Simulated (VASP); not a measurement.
# RbGe6 in VASP: further runs, part 2 of 2

VASP 6.6.1.

## (5) Single point, PBE

This run uses another cell than the first one, of 26.77 Å³/atom.

Contents of INCAR:

```
SYSTEM = RbGe6
PREC = Accurate ; ENCUT = 520
EDIFF = 1E-6 ; ISMEAR = 0
SIGMA = 0.2 ; LREAL = .FALSE.
LASPH = .TRUE. ; NELM = 80
ALGO = Normal ; ISIF = 2
LWAVE = .FALSE. ; LCHARG = .FALSE.
GGA = PE ; NBANDS = 56
```

Contents of KPOINTS:

```
Automatic mesh
0
G
  4 4 4
  0 0 0
```

Contents of POSCAR:

```
RbGe6
1.0
   -3.5780559359      3.6009602857      3.6019639183
    3.6114978040     -3.5891034574      3.6239708930
    3.5900966237      3.6013850810     -3.5903438297
Rb Ge
1 6
Direct
    1.0001605878      0.0000835521     -0.0000680128
    0.5005408950      0.7509879102      0.2498596391
    0.7504178871      0.2492940658      0.4995598616
    0.7503735218      0.4999436139      0.2498155336
    0.4994230777      0.2489969512      0.7501608862
    0.2495126185      0.7506381954      0.5004560642
    0.2495714120      0.5000557116      0.7502160282
```

Potentials or basis: VASP PAW PBE potentials, release 64 (Rb_sv, Ge_d).

Run with:

```console
$ cat potpaw_PBE.64/Rb_sv/POTCAR potpaw_PBE.64/Ge_d/POTCAR > POTCAR
$ mpirun -np 1 vasp_std > vasp.out
```

OUTCAR:

```text
SYSTEM = RbGe6
   PREC = Accurate
   ENCUT = 520
   EDIFF = 1E-6
   ISMEAR = 0
   LREAL = .FALSE.
   LASPH = .TRUE.
   NELM = 80
   ISIF = 2
   GGA = PE

 ion  position               nearest neighbor table
   1  0.000  0.000  1.000-   6 4.01   3 4.01   5 4.02   7 4.02   2 4.02   2 4.02   4 4.02   5 4.02
                             3 4.02   6 4.02   7 4.03   4 4.03   4 4.03   2 4.03   5 4.03   7 4.03
   2  0.501  0.751  0.250-   4 2.55   6 2.55   7 2.55   3 2.55   1 4.02   1 4.02   1 4.03   1 4.06

   3  0.750  0.249  0.500-   5 2.55   4 2.55   7 2.55   2 2.55   1 4.01   1 4.02   1 4.04   1 4.05

   4  0.750  0.500  0.250-   2 2.55   3 2.55   5 2.55   6 2.55   1 4.02   1 4.03   1 4.03   1 4.04

   5  0.499  0.249  0.750-   7 2.55   3 2.55   4 2.55   6 2.55   1 4.02   1 4.02   1 4.03   1 4.06

   6  0.250  0.751  0.500-   2 2.55   7 2.55   4 2.55   5 2.55   1 4.01   1 4.02   1 4.04   1 4.05

   7  0.250  0.500  0.750-   5 2.55   6 2.55   2 2.55   3 2.55   1 4.02   1 4.03   1 4.03   1 4.05

  LATTYP: Found a triclinic cell.
 ALAT       =    16.0819400845
 B/A-ratio  =     0.6322588445
 C/A-ratio  =     0.3903251999
 COS(alpha) =     0.0023845010
 COS(beta)  =     0.2616567834
 COS(gamma) =     0.9483582556

  Lattice vectors:

 A1 = ( -14.3911481676,   7.1777821195,  -0.0556340380)
 A2 = (  -7.1895537399,   7.1900637431,  -0.0220069747)
 A3 = (  -3.6235384918,  -3.6132419093,  -3.6355909816)

Analysis of symmetry for initial positions (statically):
=====================================================================
 Subroutine PRICEL returns:
 Original cell was already a primitive cell.

 Routine SETGRP: Setting up the symmetry group for a
 triclinic supercell.

 Subroutine GETGRP returns: Found  1 space group operations
 (whereof  1 operations were pure point group operations)
 out of a pool of  2 trial point group operations.

The static configuration has the point symmetry C_1 .

Analysis of symmetry for dynamics (positions and initial velocities):
=====================================================================
 Subroutine PRICEL returns:
 Original cell was already a primitive cell.

 Routine SETGRP: Setting up the symmetry group for a
 triclinic supercell.

 Subroutine GETGRP returns: Found  1 space group operations
 (whereof  1 operations were pure point group operations)
 out of a pool of  2 trial point group operations.

The dynamic configuration has the point symmetry C_1 .

 Subroutine INISYM returns: Found  1 space group operations
 (whereof  1 operations are pure point group operations),
 and found     1 'primitive' translations

----------------------------------------------------------------------------------------

                                     Primitive cell

  volume of cell :     187.3937

  direct lattice vectors                    reciprocal lattice vectors
    -3.578055936  3.600960286  3.601963918    -0.000881563  0.138622220  0.138167017
     3.611497804 -3.589103457  3.623970893     0.138215697 -0.000453310  0.137751476
     3.590096624  3.601385081 -3.590343830     0.138625805  0.138613312 -0.000869011

  length of vectors
[... 49 lines left out ...]
  0.000000  0.000000  0.000000      1.000000
  0.250000  0.000000 -0.000000      2.000000
  0.500000  0.000000 -0.000000      1.000000
 -0.000000  0.250000  0.000000      2.000000
  0.250000  0.250000  0.000000      2.000000
  0.500000  0.250000  0.000000      2.000000
[... 16 lines left out ...]
 -0.000000 -0.250000  0.250000      2.000000
  0.250000 -0.250000  0.250000      2.000000
 [... further k-points ...]
   k-points           NKPTS =     36   k-points in BZ     NKDIM =     36   number of bands    NBANDS=     56
   number of dos      NEDOS =    301   number of ions     NIONS =      7
   total plane-waves  NPLWV = 110592
   dimension x,y,z NGX =    48 NGY =   48 NGZ =   48
   dimension x,y,z NGXF=    96 NGYF=   96 NGZF=   96
   ions per type =               1   6
   NGX,Y,Z   is equivalent  to a cutoff of  12.82, 12.77, 12.82 a.u.
   NGXF,Y,Z  is equivalent  to a cutoff of  25.64, 25.54, 25.64 a.u.
 SYSTEM =  RbGe6
   PREC   = accura    normal or accurate (medium, high low for compatibility)
   ISTART =      0    job   : 0-new  1-cont  2-samecut
   ICHARG =      2    charge: 1-file 2-atom 10-const
   ISPIN  =      1    spin polarized calculation?
   LNONCOLLINEAR =      F non collinear calculations
   LSORBIT =      F    spin-orbit coupling
   LASPH  =      T    aspherical Exc in radial PAW
   ENCUT  =  520.0 eV  38.22 Ry    6.18 a.u.  11.57 11.62 11.57*2*pi/ulx,y,z
   NELM   =     80;   NELMIN=  2; NELMDL= -5     # of ELM steps
   EDIFF  = 0.1E-05   stopping-criterion for ELM
   LREAL  =      F    real-space projection
   EDIFFG = 0.1E-04   stopping-criterion for IOM
   NSW    =      0    number of steps for IOM
   IBRION =     -1    ionic relax: 0-MD 1-quasi-New 2-CG
   NFREE  =      0    steps in history (QN), initial steepest desc. (CG)
   ISIF   =      2    stress and relaxation
   ISYM   =      2    0-nonsym 1-usesym 2-fastsym
   POTIM  = 0.5000    time-step for ionic-motion
   TEBEG  =    0.0;   TEEND  =   0.0 temperature during run
   PSTRESS=    0.0 pullay stress
   NELECT =      93.0000    total number of electrons
   NUPDOWN=      -1.0000    fix difference up-down
   EMIN   =  10.00;   EMAX   =-10.00  energy-range for DOS
   EFERMI =   0.00;   METHOD = LEGACY
   ISMEAR =     0;   SIGMA  =   0.20  broadening in eV -4-tet -1-fermi 0-gaus
   EFERMI_NEDOS =   21; number of points for ismear=-14 and -15
   IALGO  =     38    algorithm
   IMIX   =      4    mixing-type and parameters
     AMIX     =   0.40;   BMIX     =  1.00
     AMIX_MAG =   1.60;   BMIX_MAG =  1.00
  volume/ion in A,a.u.               =      26.77       180.66
  Fermi-wavevector in a.u.,A,eV,Ry     =   1.296137  2.449343 22.857389  1.679971
  Thomas-Fermi vector in A             =   2.427612
   LORBIT       =      0    0 simple, 1 ext, 2 COOP (PROOUT), +10 PAW based schemes
   GGA     = PE    functional components
   LHFCALC =     F    Hartree Fock is set to
   AEXX    =    0.0000 exact exchange contribution
   IVDW    =     0    specifies the selected vdW correction
   LEPSILON=     F    determine dielectric tensor
   LRPA    =     F    only Hartree local field effects (RPA)
 non-spin polarized calculation
 Gauss-broadening in eV      SIGMA  =   0.20
  energy-cutoff  :      520.00
  volume of cell :      187.39
 maximum number of plane-waves:      5061
 NGX is ok and might be reduce to    48
   NGX = 23   NGY = 23   NGZ = 23

 number of electron      92.9999936 magnetization

 Free energy of the ion-electron system (eV)
  ---------------------------------------------------
  ext. energy  EPLUGINS =         0.00000000
  ---------------------------------------------------
  free energy    TOTEN  =       -28.15987781 eV

  energy without entropy =      -28.10037287  energy(sigma->0) =      -28.13012534

 E-fermi :   4.0743     XC(G=0):  -9.1823

 val. band max:        4.0608150941   @ k =   0.5000   0.0000  -0.0000
 cond. band min:       4.0874736149   @ k =   0.5000   0.5000   0.0000
 fundamental gap:      0.0266585208
 Fermi energy:         4.0742731859

 k-point     1 :       0.0000    0.0000    0.0000
  band No.  band energies     occupation
      1     -24.0844      2.00000
      2     -20.9352      2.00000
      3     -20.9335      2.00000
      4     -20.9332      2.00000
      5     -20.9183      2.00000
      6     -20.9045      2.00000
[... 1405 lines left out ...]
     55       8.1515      0.00000
     56       8.6918      0.00000

 [... further k-points ...]

------------------------ aborting loop because EDIFF is reached ----------------------------------------

  FORCE on cell =-STRESS in cart. coord.  units (eV):
  Direction    XX          YY          ZZ          XY          YZ          ZX
  --------------------------------------------------------------------------------------
  -------------------------------------------------------------------------------------
  Total       -0.0605975     -0.0549514     -0.2740767     -0.0137011     -0.0128023     -0.0524996
  in kB       -0.5180962     -0.4698235     -2.3432995     -0.1171413     -0.1094571     -0.4488606
  external PRESSURE =      -1.1104064 kB  Pullay stress =       0.0000000 kB

 VOLUME and BASIS-vectors are now :
 -----------------------------------------------------------------------------
  energy-cutoff  :      520.00
  volume of cell :      187.39
      direct lattice vectors                 reciprocal lattice vectors
    -3.578055936  3.600960286  3.601963918    -0.000881563  0.138622220  0.138167017
     3.611497804 -3.589103457  3.623970893     0.138215697 -0.000453310  0.137751476
     3.590096624  3.601385081 -3.590343830     0.138625805  0.138613312 -0.000869011

 POSITION                                       TOTAL-FORCE (eV/Angst)
 -----------------------------------------------------------------------------------
      3.58958      3.60142     -3.58922         0.000469      0.000001     -0.000858
      1.81825      0.00690      3.62741         0.003718     -0.000383      0.000421
      0.00876      3.60659      1.81282        -0.001089     -0.001008     -0.003321
      0.01753      1.80740      3.61768        -0.000684      0.001809     -0.000400
      1.80544      3.60635      0.00793        -0.003268      0.000077     -0.001178
      3.61484      0.00670      1.82222         0.001612      0.000445      0.005323
      3.60632      1.80576      0.01760        -0.000759     -0.000942      0.000012
 -----------------------------------------------------------------------------------
    total drift:                                0.000047      0.000013     -0.000052

  FREE ENERGIE OF THE ION-ELECTRON SYSTEM (eV)
  ---------------------------------------------------
  free  energy   TOTEN  =       -28.1598778080 eV

  energy  without entropy=      -28.1003728735  energy(sigma->0) =      -28.13012534
```

It took 12 min on 1 thread of Oxide Virtual Turin-like, shared host; peak memory 0.46 GiB.

What came out:

| Quantity | Value |
| --- | --- |
| Free energy | -28.1599 eV |
| Pressure | -0.1 GPa |
| Largest force | 0.006 eV/Å |
| Band gap on the k mesh | zero (an odd number of electrons rules out a gap without spin polarisation) |

Forces on the atoms (eV/Å):
```
Rb   0.000  0.000 -0.001
Ge   0.004  0.000  0.000
Ge  -0.001 -0.001 -0.003
Ge  -0.001  0.002  0.000
Ge  -0.003  0.000 -0.001
Ge   0.002  0.000  0.005
Ge  -0.001 -0.001  0.000
```

## (6) Overview

```tsv
cell	k mesh	smearing	gap on the mesh (eV)	pressure (GPa)
a = 6.041 Å, angles 109.5°, 7 atoms	8 × 8 × 8	gaussian 0.1 eV	none	5.1
a = 6.106 Å, angles 109.5°, 7 atoms	8 × 8 × 8	gaussian 0.1 eV	none	3.1
a = 6.170 Å, angles 109.5°, 7 atoms	8 × 8 × 8	gaussian 0.1 eV	none	1.4
a = 6.224, b = 6.250 Å, angles 109.5, 109.3, 109.2°, 7 atoms	4 × 4 × 4	gaussian 0.2 eV	none	-0.1
```

Alike in all rows: task single point; level PBE; potentials or basis VASP PAW PBE potentials, release 64 (Rb_sv, Ge_d); no spin polarisation; cutoff (eV) 520.

Caveats: the cell stands under pressure (at least some runs).

Total energies depend on the potentials used, so only differences within one code and one set of settings carry meaning.
